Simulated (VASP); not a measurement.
Wanted: the native input for a VASP 6.6.1 run.

* Task: single point
* Functional: PBE
* Dispersion: D3(BJ)
* Potentials or basis: VASP PAW PBE potentials, release 64 (Si, Cl)
* Cutoff: 400 eV
* k mesh: 4 × 5 × 1
* Occupations: gaussian, width 0.05 eV
* Spin: collinear spin, ferromagnetic start
* Starting moments: [0.0, 0.0, 0.0, 0.0, 0.0, 0.0, 0.0, 0.0, 0.0, 0.0, 0.0, 0.0, 1.0] μB
* Dipole correction: yes
* Further INCAR settings: ALGO = Normal; EDIFF = 1e-06; NBANDS = 44; NELMDL = -8

The structure of Si12Cl lies in POSCAR:

```
Si12Cl
1.0
    7.6666885535      0.0000000000      0.0000000000
    0.0000000000      5.4211674654      0.0000000000
    0.0000000000      0.0000000000     20.7877550826
Si Cl
12 1
Direct
    0.2500000000      0.0000000000      0.1924209701
    0.7500000000      0.0000000000      0.1924209701
    0.0000000000      0.2500000000      0.1924209701
    0.5000000000      0.2500000000      0.1924209701
    0.0000000000      0.5038841154      0.2822006338
    0.5000000000      0.5038841154      0.2822006338
    0.2500000000      0.7461158846      0.2822006338
    0.7500000000      0.7461158846      0.2822006338
    0.2500000000      0.0086034078      0.3698213228
    0.7500000000      0.0086034078      0.3698213228
    0.0000000000      0.2413965922      0.3698213228
    0.5000000000      0.2413965922      0.3698213228
    0.2500000000      0.3419367412      0.4900844291
```

One way to write it, as run:

INCAR

```
PREC = Accurate
ENCUT = 400
EDIFF = 1E-6
ISMEAR = 0
SIGMA = 0.05
LREAL = False
LASPH = True
NELM = 200
ALGO = Normal
ISIF = 2
LWAVE = False
LCHARG = False
ISPIN = 2
MAGMOM = 0 0 0 0 0 0 0 0 0 0 0 0 1
LORBIT = 11
LDIPOL = True
IDIPOL = 3
DIPOL = 0.5 0.5 0.298
GGA = PE
IVDW = 12
NBANDS = 44
GGA_COMPAT = False
NELMDL = -8
```

KPOINTS

```
regular mesh
0
Gamma
  4 5 1
```

Potentials or basis: VASP PAW PBE potentials, release 64 (Si, Cl).

Run with:

```bash
$ cat potpaw_PBE.64/Si/POTCAR potpaw_PBE.64/Cl/POTCAR > POTCAR
$ mpirun -np 1 vasp_std > vasp.out
```

Results of the run:

```json
{
 "Largest force": "1.149 eV/Å",
 "Net moment": "-0.01 μB per cell",
 "Valence electrons inside the program's atomic spheres": "Si 1.64, 1.65, 1.70, 1.71, 1.67; Cl 5.01",
 "Dispersion energy per atom": "-0.246 eV"
}
```

Run time: 21 min on 1 thread of Intel Xeon 6975P-C, with other jobs on the host, peak memory 0.91 GiB.
